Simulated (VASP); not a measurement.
# Al32Si (a cell with a defect) in VASP: notebook, part 2 of 2

VASP 6.6.1. Earlier steps stand in the parts before.

### 4 Single point, PBE+D3(BJ)

File INCAR:

```
SYSTEM = Al32Si
PREC     = Accurate       ! precision mode
ENCUT    = 400            ! plane-wave cutoff, eV
EDIFF    = 1E-6           ! SCF threshold, eV
ISMEAR   = 0              ! smearing method
SIGMA    = 0.05           ! smearing width, eV
LREAL    = Auto         
LASPH    = .TRUE.         ! aspherical terms in the spheres
NELM     = 120            ! most SCF steps
ALGO     = Normal         ! electronic algorithm
ISIF     = 2              ! what is computed and relaxed
LWAVE    = .FALSE.        ! write WAVECAR
LCHARG   = .FALSE.        ! write CHGCAR
GGA      = PE             ! functional
IVDW     = 12             ! dispersion correction
NBANDS   = 72             ! bands
GGA_COMPAT= .FALSE.
```

File KPOINTS:

```
Automatic mesh
0
G
  2 2 2
  0 0 0
```

File POSCAR:

```
Al32Si
1.0
    8.1000000000      0.0000000000      0.0000000000
    0.0000000000      8.1000000000      0.0000000000
    0.0000000000      0.0000000000      8.1000000000
Al Si
32 1
Direct
    0.4928720988      0.0072720988      0.0010746914
    0.7501033333      0.2599133333      0.0062518519
    0.7501645679     -0.0177782716      0.2170206173
    0.0073562963      0.0071911111      0.0009716049
    0.2500914815      0.2563102469     -0.0009962963
    0.4956045679      0.5013545679     -0.0032320988
    0.7500787654      0.7554302469     -0.0198445679
    0.2502195062      0.0118218519      0.2433476543
    0.5089296296      0.2531098765      0.2580185185
    0.7503503704      0.5413949383      0.2100727160
    0.4673103704     -0.0078833333      0.5001150617
    0.7502496296      0.1217374074      0.4990156790
    0.7500627160      0.0043749383      0.7847576543
    0.0046676543      0.5014187654     -0.0033503704
    0.2500893827      0.7530598765     -0.0029937037
   -0.0085733333      0.2531981481      0.2579354321
    0.2501371605      0.4975454321      0.2444634568
    0.4883716049      0.7561087654      0.2457654321
    0.0330229630     -0.0079932099      0.5000411111
    0.2501317284      0.2552135802      0.5009290123
    0.4699206173      0.5156216049      0.5041018519
    0.7500817284      0.7616445679      0.5011355556
    0.2500992593      0.0049916049      0.7576982716
    0.5020019753      0.2510407407      0.7465988889
    0.7501669136      0.5066188889      0.7639040741
    0.0119658025      0.7561171605      0.2456825926
    0.0301292593      0.5157049383      0.5039877778
    0.2501476543      0.7520137037      0.5002581481
   -0.0019467901      0.2510301235      0.7464581481
    0.2500345679      0.5010783951      0.7573016049
    0.4977425926      0.7546162963      0.7507685185
    0.0024256790      0.7546145679      0.7507451852
    0.7499643210      0.4081058025      0.4725696296
```

Potentials or basis: VASP PAW PBE potentials, release 64 (Al, Si).

Started as:

```sh
$ cat potpaw_PBE.64/Al/POTCAR potpaw_PBE.64/Si/POTCAR > POTCAR
$ mpirun -np 1 vasp_std > vasp.out
```

OUTCAR:

```text
SYSTEM = Al32Si
   PREC = Accurate
   ENCUT = 400
   EDIFF = 1E-6
   ISMEAR = 0
   LREAL = Auto
   LASPH = .TRUE.
   NELM = 120
   ISIF = 2
   GGA = PE
   IVDW = 12
 IVDW          = 12

 ion  position               nearest neighbor table
   1  0.493  0.007  0.001-  13 2.72   3 2.73   8 2.78  23 2.78   5 2.82  18 2.84  15 2.85  24 2.86
                            31 2.88   9 2.88   7 2.92   2 2.92
   2  0.750  0.260  0.006-  13 2.74  25 2.80  10 2.81   3 2.82   9 2.82  16 2.82   6 2.84  14 2.84
                            29 2.91  24 2.91   1 2.92   4 2.92
   3  0.750  0.982  0.217-  12 2.55   7 2.66   4 2.73   1 2.73  26 2.81  18 2.81   2 2.82  22 2.91
[... 831 lines left out ...]
  Total       0.29107     1.66410     0.18509    -0.00667    -1.55483    -0.02254
  in kB       0.87752     5.01691     0.55799    -0.02011    -4.68748    -0.06797
  external pressure =        2.15 kB  Pullay stress =        0.00 kB

 VOLUME and BASIS-vectors are now :
 -----------------------------------------------------------------------------
  energy-cutoff  :      400.00
  volume of cell :      531.44
      direct lattice vectors                 reciprocal lattice vectors
     8.100000000  0.000000000  0.000000000     0.123456790  0.000000000  0.000000000
     0.000000000  8.100000000  0.000000000     0.000000000  0.123456790  0.000000000
     0.000000000  0.000000000  8.100000000     0.000000000  0.000000000  0.123456790

 POSITION                                       TOTAL-FORCE (eV/Angst)
 -----------------------------------------------------------------------------------
      3.99226      0.05890      0.00871         0.003541     -0.000182     -0.012324
      6.07584      2.10530      0.05064         0.001421     -0.045964     -0.046694
      6.07633      7.95600      1.75787         0.000624      0.030046      0.004443
      0.05959      0.05825      0.00787        -0.002812      0.003892     -0.009062
      2.02574      2.07611      8.09193        -0.001059     -0.010730      0.002728
      4.01440      4.06097      8.07382        -0.016483     -0.005410     -0.004639
[... 25 lines left out ...]
      0.01965      6.11238      6.08104        -0.008827      0.014291      0.004968
      6.07471      3.30566      3.82781         0.002006      0.092642      0.170398
 -----------------------------------------------------------------------------------
    total drift:                               -0.000869      0.007784     -0.007793

  FREE ENERGIE OF THE ION-ELECTRON SYSTEM (eV)
  ---------------------------------------------------
  free  energy   TOTEN  =      -135.1517600225 eV

  energy  without entropy=     -135.1424769401  energy(sigma->0) =     -135.14711848
```

stdout:

```text
POSCAR found type information on POSCAR AlSi
 POSCAR found :  2 types and      33 ions
 scaLAPACK will be used
 LDA part: xc-table for (Slater+PW92), standard interpolation
 POSCAR, INCAR and KPOINTS ok, starting setup
 FFT: planning ... GRIDC
 FFT: planning ... GRID_SOFT
 FFT: planning ... GRID
 WAVECAR not read
 entering main loop
```

It took 9.6 min on 1 thread of Intel Xeon 8259CL, shared host; peak memory 0.44 GiB.

Results:

- Free energy: -135.1518 eV
- Pressure: 0.2 GPa
- Largest force: 0.194 eV/Å
- Band gap on the k mesh: zero (bands 50 and 51 overlap by 1.12 eV)
- Dispersion energy per atom: -0.346 eV

Forces in eV/Å, atoms in the order of the input:
```
Al   0.004  0.000 -0.012
Al   0.001 -0.046 -0.047
Al   0.001  0.030  0.004
Al  -0.003  0.004 -0.009
Al  -0.001 -0.011  0.003
Al  -0.016 -0.005 -0.005
Al  -0.001  0.025  0.078
Al  -0.003 -0.016 -0.004
Al   0.033  0.011  0.015
Al  -0.005 -0.174 -0.040
Al   0.021 -0.004 -0.006
Al  -0.002  0.057 -0.041
Al  -0.001 -0.041 -0.051
Al   0.019 -0.009 -0.004
Al   0.003  0.007  0.010
Al  -0.034  0.007  0.015
Al   0.000  0.008 -0.010
Al   0.050 -0.015 -0.014
Al  -0.020 -0.002 -0.008
Al  -0.003 -0.019 -0.003
Al  -0.053  0.009 -0.010
Al   0.001 -0.017 -0.054
Al   0.000  0.006 -0.011
Al   0.002 -0.003 -0.019
Al  -0.003  0.062  0.100
Al  -0.049 -0.012 -0.011
Al   0.053  0.006 -0.010
Al  -0.001  0.031 -0.020
Al   0.003 -0.004 -0.017
Al   0.001 -0.003  0.000
Al   0.009  0.012  0.007
Al  -0.009  0.014  0.005
Si   0.002  0.093  0.170
```

Levels at points of the mesh, in eV from the Fermi level:
```tsv
k point	band 46	band 47	band 48	band 49	band 50	band 51	band 52	band 53
(0.00, 0.00, 0.00)	-0.42	-0.08	-0.02	0.37	0.42	0.49	0.52	0.69
(0.50, 0.00, 0.00)	-0.34	-0.30	-0.24	-0.11	-0.09	-0.09	0.06	0.36
(0.00, 0.50, 0.00)	-0.53	-0.40	-0.31	-0.29	-0.15	0.07	0.15	0.80
(0.00, 0.00, 0.50)	-0.31	-0.29	-0.24	-0.13	-0.08	-0.05	0.02	0.32
(0.50, 0.50, 0.00)	-0.47	-0.44	-0.28	0.47	0.61	0.73	0.78	0.98
(0.00, 0.50, 0.50)	-0.47	-0.43	-0.26	0.49	0.58	0.75	0.78	0.97
(0.50, 0.00, 0.50)	-0.43	-0.41	-0.26	0.43	0.47	0.78	0.87	0.98
(0.50, 0.50, 0.50)	-0.63	-0.62	-0.57	-0.53	-0.53	-0.52	-0.47	-0.40
```

Caveat: the k points lie up to 0.39 Å⁻¹ apart, too coarse for converged energies and pressures of a metal.

### 5 Summary

| cell | gap on the mesh (eV) | pressure (GPa) | largest force (eV/Å) |
| --- | --- | --- | --- |
| as given, atomic positions A | none | 0.7 | 0.34 |
| as given, atomic positions B | none | 0.6 | 0.37 |
| as given, atomic positions C | none | 0.2 | 0.19 |

Alike in all rows: task single point; level PBE+D3(BJ); potentials or basis VASP PAW PBE potentials, release 64 (Al, Si); no spin polarisation; k mesh 2 × 2 × 2; cutoff (eV) 400; smearing gaussian 0.05 eV.

Caveats: all runs use coarse meshes.

Absolute energies hang on the potentials; compare differences alone.
